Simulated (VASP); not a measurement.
Here is a VASP 6.6.1 calculation.

The input INCAR:

```
PREC     = Accurate       # precision mode
ENCUT    = 520            # plane-wave cutoff, eV
EDIFF    = 1E-6           # SCF threshold, eV
ISMEAR   = 0              # smearing method
SIGMA    = 0.05           # smearing width, eV
LREAL    = False          # projectors in reciprocal space
LASPH    = True           # aspherical terms in the spheres
NELM     = 80             # most SCF steps
ALGO     = Normal         # electronic algorithm
ISIF     = 2              # what is computed and relaxed
LWAVE    = False          # write WAVECAR
LCHARG   = False          # write CHGCAR
GGA      = PE             # functional
NBANDS   = 11             # bands
```

The input KPOINTS:

```
regular mesh
0
Gamma
  10 10 10
```

The input POSCAR:

```
Si
1.0
    0.0000000000      2.6578014917      2.7564059271
    2.6578014917      0.0000000000      2.7564059271
    2.6578014917      2.6578014917      0.0000000000
Si
2
Direct
    0.5000000000      0.5000000000      0.5000000000
    0.7500000000      0.7500000000      0.7500000000
```

Potentials or basis: VASP PAW PBE potentials, release 64 (Si).

Launch:

```console
$ cat potpaw_PBE.64/Si/POTCAR > POTCAR
$ mpirun -np 1 vasp_std > vasp.out
```

(1) Predict the pressure.

(2) Estimate the band gap on the k mesh.

## Answers

(1) 4.8 GPa.

(2) 0.33 eV, indirect (least direct gap 2.45 eV).
